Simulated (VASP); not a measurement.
Here is a VASP 6.6.1 calculation.

INCAR

```
SYSTEM = Nb
ALGO = Normal
EDIFF = 1E-6
ENCUT = 520
GGA = PE
ISIF = 2
ISMEAR = -1
LASPH = .True.
LCHARG = .False.
LREAL = .False.
LWAVE = .False.
NBANDS = 12
NELM = 80
PREC = Accurate
SIGMA = 0.05
```

KPOINTS

```
k-points
0
Gamma
  10 10 10
  0 0 0
```

Contents of POSCAR:

```
Nb
1.0
    2.6641215647      0.0000000000      0.0000000000
    0.0000000000      2.6641215647      0.0000000000
    0.0000000000      0.0000000000      2.6641215647
Nb
1
Direct
    0.5000000000      0.5000000000      0.5000000000
```

Potentials or basis: VASP PAW PBE potentials, release 64 (Nb_sv).

Run with:

```sh
$ cat potpaw_PBE.64/Nb_sv/POTCAR > POTCAR
$ mpirun -np 1 vasp_std > vasp.out
```

Question: What does it give for the pressure?

Answer: 9.0 GPa.
